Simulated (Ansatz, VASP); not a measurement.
## Two plane-wave programs on GaN

```xyz
2
Lattice="0.0000 2.3164 2.1731 2.3164 0.0000 2.1731 2.3164 2.3164 0.0000" Properties=species:S:1:pos:R:3 pbc="T T T"
Ga    0.0000    0.0000    0.0000
N     1.1582    1.1582    1.0865
```

Change from the starting cell: epitaxial_xy strain +3.0%.

Alike in both runs: task single point; functional PBE; k mesh 10 × 10 × 10; occupations fermi-dirac, width 0.02 eV; no spin polarisation.

```csv
,VASP,Ansatz
version,VASP 6.6.1,Ansatz 0.2.0
potentials or method,"VASP PAW PBE potentials, release 64 (Ga_d, N)","plane waves, PAW"
plane-wave cutoff (eV),520,420
valence electrons in the cell,18,18
```

Ansatz gave:

- gap on the k mesh at the Fermi level (eV): 1.41
- pressure (GPa): 1.3
- traceless stress, the component that is largest in VASP (GPa): 4.47

Which values does VASP return?

gap on the k mesh at the Fermi level (eV): 1.42; pressure (GPa): 1.3; traceless stress, the component that is largest in VASP (GPa): 4.48.

The functional is the same, so the differences come from potentials, cutoffs and numerics.
